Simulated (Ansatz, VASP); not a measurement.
**PbS: VASP beside Ansatz**

File INCAR:

```
SYSTEM = PbS
PREC = Accurate ; ENCUT = 520
EDIFF = 1E-6 ; ISMEAR = 0
SIGMA = 0.03 ; LREAL = .False.
LASPH = .True. ; NELM = 80
ALGO = Normal ; ISIF = 2
LWAVE = .False. ; LCHARG = .False.
GGA = PE ; NBANDS = 17
```

The input KPOINTS:

```
regular mesh
0
Gamma
  10 10 10
  0 0 0
```

The input POSCAR:

```
PbS
1.0
    0.0000000000      2.8464000000      2.9650000000
    2.8464000000      0.0000000000      2.9650000000
    2.8464000000      2.8464000000      0.0000000000
Pb S
1 1
Direct
    0.0000000000      0.0000000000      0.0000000000
    0.5000000000      0.5000000000      0.5000000000
```

Input for Ansatz:

```yaml
crystal:
  lattice:
    - [0.0, 2.8464, 2.965]
    - [2.8464, 0.0, 2.965]
    - [2.8464, 2.8464, 0.0]
  atoms:
    - { symbol: Pb, position: [0.0, 0.0, 0.0] }
    - { symbol: S, position: [0.5, 0.5, 0.5] }
basis:
  ecutwfc: 420
kpoints:
  mp_grid: { grid: [10, 10, 10] }
hamiltonian:
  xc: pbe
scf:
  occupations: { method: gaussian, width: 0.03 }
output:
  forces: true
  stress: true
  eigenvalues: true
  write_density: true
  write_potential: true
  elf: true
  volumetric_format: npy
```

Change from the starting cell: strain -0.0400 x Voigt [1, 1, 0, 0, 0, 0], atoms carried along.

Alike in both runs: task single point; functional PBE; k mesh 10 × 10 × 10; occupations gaussian, width 0.03 eV; no spin polarisation.

```csv
,VASP,Ansatz
version,VASP 6.6.1,Ansatz 0.2.0
potentials or method,"VASP PAW PBE potentials, release 64 (Pb_d, S), cutoff 520 eV","scalar-relativistic, plane waves, PAW"
valence electrons in the cell,20,20
```

Ansatz gave:

| Quantity | Value |
| --- | --- |
| gap on the k mesh at the Fermi level (eV) | 0.04 |
| least direct gap on the mesh (eV) | 0.04 |
| pressure (GPa) | 8.5 |
| traceless stress, the component that is largest in VASP (GPa) | -4.75 |

Task: Which values does VASP return?

Result: gap on the k mesh at the Fermi level (eV): 0.03; least direct gap on the mesh (eV): 0.03; pressure (GPa): 8.5; traceless stress, the component that is largest in VASP (GPa): -4.75.

With one functional, cell and mesh, what is left measures potentials, basis and numerics.

Spin-orbit coupling is off throughout.
